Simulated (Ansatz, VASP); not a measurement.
AgI in VASP and in Ansatz

Contents of POSCAR:

```
AgI
1.0
    4.6508717428      0.0000000000      0.0000000000
   -2.3254358714      4.0277730790      0.0000000000
    0.0000000000      0.0000000000      7.5992966883
Ag I
2 2
Direct
    0.3333333333      0.6666666667      0.0000048568
    0.6666666667      0.3333333333      0.5000048568
    0.3333333333      0.6666666667      0.3749951432
    0.6666666667      0.3333333333      0.8749951432
```

Contents of INCAR.step1:

```
ALGO = Normal ; EDIFF = 1E-5
ENCUT = 400 ; GGA = PE
GGA_COMPAT = False ; ISIF = 2
ISMEAR = 0 ; KPAR = 4
LASPH = True ; LREAL = False
LWAVE = True ; NBANDS = 26
NELM = 120 ; PREC = Accurate
SIGMA = 0.01
```

Contents of INCAR.step2:

```
ALGO = Normal ; EDIFF = 1E-6
ENCUT = 400 ; GGA = PE
GGA_COMPAT = False ; HFSCREEN = 0.2079
ISIF = 2 ; ISMEAR = 0
ISTART = 1 ; KPAR = 4
LASPH = True ; LCHARG = True
LHFCALC = True ; LREAL = False
LVHAR = True ; LWAVE = False
NBANDS = 26 ; NELM = 120
PREC = Accurate ; PRECFOCK = Normal
SIGMA = 0.01
```

File KPOINTS:

```
k-points
0
Gamma
  6 6 2
```

Input for Ansatz:

```yaml
crystal:
  lattice:
    - [4.6508717428, 0.0, 0.0]
    - [-2.3254358714, 4.027773079, 0.0]
    - [0.0, 0.0, 7.5992966883]
  atoms:
    - { symbol: Ag, position: [0.3333333333, 0.6666666667, 4.8568e-06] }
    - { symbol: Ag, position: [0.6666666667, 0.3333333333, 0.5000048568] }
    - { symbol: I, position: [0.3333333333, 0.6666666667, 0.3749951432] }
    - { symbol: I, position: [0.6666666667, 0.3333333333, 0.8749951432] }
kpoints:
  mp_grid: { grid: [6, 6, 2] }
  band_path:
    path:
      - [0.0, 0.0, 0.0]
      - [0.5, 0.0, 0.0]
      - [0.3333333333, 0.3333333333, 0.0]
      - [0.0, 0.0, 0.5]
      - [0.5, 0.0, 0.5]
      - [0.3333333333, 0.3333333333, 0.5]
    npoints: 1
hamiltonian:
  xc: hse06
scf:
  occupations: { method: fixed }
  n_extra_bands: 5
output:
  forces: true
  stress: true
  eigenvalues: true
  write_density: true
  write_potential: true
  elf: true
  volumetric_format: npy
```

Alike in both runs: task single point; functional HSE06; k mesh 6 × 6 × 2; no spin polarisation.

|  | VASP | Ansatz |
| --- | --- | --- |
| version | VASP 6.6.1 | Ansatz 0.2.0 |
| potentials or method | VASP PAW PBE potentials, release 64 (Ag, I) | plane waves, PAW |
| plane-wave cutoff (eV) | 400 | 420 |
| occupations | gaussian, width 0.01 eV | fixed |
| valence electrons in the cell | 36 | 72 |

```tsv
	VASP	Ansatz	Ansatz less VASP
gap on the k mesh at the Fermi level (eV)	2.51	2.53	+0.025
pressure (GPa)	0.3	0.5	+0.20
```

VASP's potentials hold 36 valence electrons a cell and Ansatz's 72, so a difference there can come from the potentials and not from the codes. Ansatz's warnings: stress exchange threshold loose, stress scf threshold loose.

Neither program's run includes spin-orbit coupling.
